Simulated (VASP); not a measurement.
# Ba (Fd-3m) in VASP: notebook, part 2 of 2

VASP 6.6.1. Earlier steps stand in the parts before.

## 3. Single point, RPBE (158.82 Å³/atom)

This run uses another cell than the first one, of 158.82 Å³/atom.

INCAR

```
  PREC = Accurate
  ENCUT = 520
  EDIFF = 1E-6
  ISMEAR = -1
  SIGMA = 0.1
  LREAL = False
  LASPH = True
  NELM = 60
  ALGO = Normal
  ISIF = 2
  LWAVE = False
  LCHARG = False
  GGA = RP
  NBANDS = 17
```

KPOINTS

```
Automatic mesh
0
Gamma
  6 6 6
```

POSCAR

```
Ba
1.0
    0.0000000000      5.4154535333      5.4154535333
    5.4154535333      0.0000000000      5.4154535333
    5.4154535333      5.4154535333      0.0000000000
Ba
2
Direct
    0.1250000000      0.1250000000      0.1250000000
    0.8750000000      0.8750000000      0.8750000000
```

Potentials or basis: VASP PAW PBE potentials, release 64 (Ba_sv).

On the command line:

```
$ cat potpaw_PBE.64/Ba_sv/POTCAR > POTCAR
$ mpirun -np 1 vasp_std > vasp.out
```

Run time: 58 s. Hardware: 1 thread of Intel Xeon Platinum 8488C (Sapphire Rapids), shared host; peak memory 0.49 GiB.

The run converged. Its results:

```yaml
Free_energy: -1.4473 eV
Pressure: -0.1 GPa
Band_gap_on_the_k_mesh: zero (bands 10 and 11 overlap by 0.25 eV)
```

Levels at points of the mesh, in eV from the Fermi level:
```tsv
k point	band 8	band 9	band 10	band 11	band 12	band 13
(0.00, 0.00, 0.00)	-15.28	-1.89	0.34	0.34	0.34	0.43
(0.50, 0.00, 0.00)	-15.28	-1.23	-0.28	0.34	0.41	0.41
(0.50, 0.50, 0.00)	-15.27	-0.65	-0.65	0.09	0.09	0.48
```

Caveat: the PAW data sets were made with another functional, which shifts forces and pressure a little; spin-orbit coupling is left out, which moves the levels of the heavy elements.

## 4. Single point, RPBE

This run uses another cell than the first one, of 141.80 Å³/atom.

INCAR

```
SYSTEM = Ba
ALGO = Normal
EDIFF = 1E-7
ENCUT = 520
GGA = RP
ISIF = 2
ISMEAR = -1
LASPH = .True.
LCHARG = .False.
LREAL = .False.
LWAVE = .False.
NBANDS = 17
NELM = 100
PREC = Accurate
SIGMA = 0.1
```

KPOINTS

```
k-points
0
Gamma
  9 9 9
  0 0 0
```

POSCAR

```
Ba
1.0
    0.0000000000      5.2146939669      5.2146939669
    5.2146939669      0.0000000000      5.2146939669
    5.2146939669      5.2146939669      0.0000000000
Ba
2
Direct
    0.1250000000      0.1250000000      0.1250000000
    0.8750000000      0.8750000000      0.8750000000
```

Potentials or basis: VASP PAW PBE potentials, release 64 (Ba_sv).

On the command line:

```
$ cat potpaw_PBE.64/Ba_sv/POTCAR > POTCAR
$ mpirun -np 1 vasp_std > vasp.out
```

OUTCAR:

```text
SYSTEM = Ba
   EDIFF = 1E-7
   ENCUT = 520
   GGA = RP
   ISIF = 2
   ISMEAR = -1
   LASPH = .True.
   LREAL = .False.
   NELM = 100
   PREC = Accurate

 ion  position               nearest neighbor table
   1  0.125  0.125  0.125-   2 4.52   2 4.52   2 4.52   2 4.52
   2  0.875  0.875  0.875-   1 4.52   1 4.52   1 4.52   1 4.52

  LATTYP: Found a face centered cubic cell.
 ALAT       =    10.4293879338

  Lattice vectors:

 A1 = (   0.0000000000,   5.2146939669,   5.2146939669)
 A2 = (   5.2146939669,   0.0000000000,   5.2146939669)
 A3 = (   5.2146939669,   5.2146939669,   0.0000000000)

Analysis of symmetry for initial positions (statically):
=====================================================================
 Subroutine PRICEL returns:
 Original cell was already a primitive cell.

 Routine SETGRP: Setting up the symmetry group for a
 face centered cubic supercell.

 Subroutine GETGRP returns: Found 48 space group operations
 (whereof 12 operations were pure point group operations)
 out of a pool of 48 trial point group operations.

The static configuration has the point symmetry D_3d.
 The point group associated with its full space group is O_h .

Analysis of symmetry for dynamics (positions and initial velocities):
=====================================================================
[... 154 lines left out ...]
  free energy    TOTEN  =        -1.45612497 eV

  energy without entropy =       -1.22530757  energy(sigma->0) =       -1.34071627

 E-fermi :  -0.3273     XC(G=0):  -4.9473

 val. band max:       -0.3276548156   @ k =   0.3333   0.2222   0.0000
 cond. band min:      -0.3232443530   @ k =  -0.4444   0.4444   0.0000
 fundamental gap:      0.0044104627
 Fermi energy:        -0.3272782464

 k-point     1 :       0.0000    0.0000    0.0000
  band No.  band energies     occupation
      1     -30.4174      2.00000
      2     -30.3958      2.00000
      3     -15.5961      2.00000
      4     -15.5961      2.00000
      5     -15.5961      2.00000
      6     -15.4892      2.00000
[... 457 lines left out ...]
      4     -15.6154      2.00000
      5     -15.5529      2.00000
      6     -15.5343      2.00000
[... 9 lines left out ...]
     16       1.0209      0.00000
     17       1.0210      0.00000

 [... further k-points ...]
[... 5 lines left out ...]
  --------------------------------------------------------------------------------------
  -------------------------------------------------------------------------------------
  Total        0.0151952      0.0151952      0.0151952      0.0000000      0.0000000      0.0000000
  in kB        0.0858419      0.0858419      0.0858419      0.0000000      0.0000000      0.0000000
  external PRESSURE =       0.0858419 kB  Pullay stress =       0.0000000 kB

 VOLUME and BASIS-vectors are now :
 -----------------------------------------------------------------------------
  energy-cutoff  :      520.00
  volume of cell :      283.61
      direct lattice vectors                 reciprocal lattice vectors
     0.000000000  5.214693967  5.214693967    -0.095882904  0.095882904  0.095882904
     5.214693967  0.000000000  5.214693967     0.095882904 -0.095882904  0.095882904
     5.214693967  5.214693967  0.000000000     0.095882904  0.095882904 -0.095882904

 POSITION                                       TOTAL-FORCE (eV/Angst)
 -----------------------------------------------------------------------------------
      1.30367      1.30367      1.30367         0.000000      0.000000      0.000000
      9.12571      9.12571      9.12571        -0.000000     -0.000000     -0.000000
 -----------------------------------------------------------------------------------
    total drift:                                0.000000      0.000000     -0.000000

  FREE ENERGIE OF THE ION-ELECTRON SYSTEM (eV)
  ---------------------------------------------------
  free  energy   TOTEN  =        -1.4561249685 eV

  energy  without entropy=       -1.2253075669  energy(sigma->0) =       -1.34071627
```

stdout:

```text
POSCAR found type information on POSCAR Ba
 POSCAR found :  1 types and       2 ions
 scaLAPACK will be used
 -----------------------------------------------------------------------------
|                                                                             |
|                                                                             |
|     You enforced a specific xc type in the INCAR file but a different       |
|     I HOPE YOU KNOW WHAT YOU ARE DOING!                                     |
|                                                                             |
 -----------------------------------------------------------------------------

 LDA part: xc-table for (Slater+PW92), standard interpolation
 POSCAR, INCAR and KPOINTS ok, starting setup
 FFT: planning ... GRIDC
 FFT: planning ... GRID_SOFT
 FFT: planning ... GRID
 WAVECAR not read
 entering main loop
```

Wall time 2.3 min (1 thread of Intel Xeon Platinum 8488C (Sapphire Rapids), shared host); peak memory 0.49 GiB.

What came out:

```
Free energy            : -1.4561 eV
Pressure               : 0.0 GPa
Band gap on the k mesh : zero (bands 10 and 11 overlap by 0.39 eV)
```

Caveat: the PAW data sets were made with another functional, which shifts forces and pressure a little; spin-orbit coupling is left out, which moves the levels of the heavy elements.

## 5. Summary

```csv
cell,k mesh,gap on the mesh (eV),pressure (GPa)
"a = 7.566 Å, angles 60.0°, 2 atoms",6 × 6 × 6,none,-0.1
"a = 7.659 Å, angles 60.0°, 2 atoms",6 × 6 × 6,none,-0.1
"a = 7.375 Å, angles 60.0°, 2 atoms",9 × 9 × 9,none,0.0
```

Alike in all rows: task single point; level RPBE; potentials or basis VASP PAW PBE potentials, release 64 (Ba_sv); no spin polarisation; cutoff (eV) 520; smearing fermi-dirac 0.1 eV.

Caveats: the PAW data sets were made with another functional, which shifts forces and pressure a little; spin-orbit coupling is left out, which moves the levels of the heavy elements.

Absolute energies hang on the potentials; compare differences alone.
